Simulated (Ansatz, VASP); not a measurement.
**One calculation of Yb, two programs**

```
Yb
1.0
     0.00000    2.61159   -2.61159
    -2.61159    0.00000    2.61159
     5.22317    5.22317    5.22317
Yb
3
Direct
  0.00000 0.00000 0.00000
  0.33333 0.66667 0.33333
  0.66667 0.33333 0.66667
```

Alike in both runs: task single point; functional PBE; k mesh 11 × 11 × 4; occupations fermi-dirac, width 0.08 eV; no spin polarisation.

```csv
,VASP,Ansatz
version,VASP 6.6.1,Ansatz 0.2.0
potentials or method,"VASP PAW PBE potentials, release 64 (Yb), cutoff 520 eV","all-electron LAPW, scalar-relativistic"
```

|  | VASP | Ansatz | Ansatz less VASP |
| --- | --- | --- | --- |
| pressure (GPa) | 0.3 | 0.1 | -0.21 |

Ansatz ran all-electron here, and VASP with PAW potentials.

Neither program's run includes spin-orbit coupling.
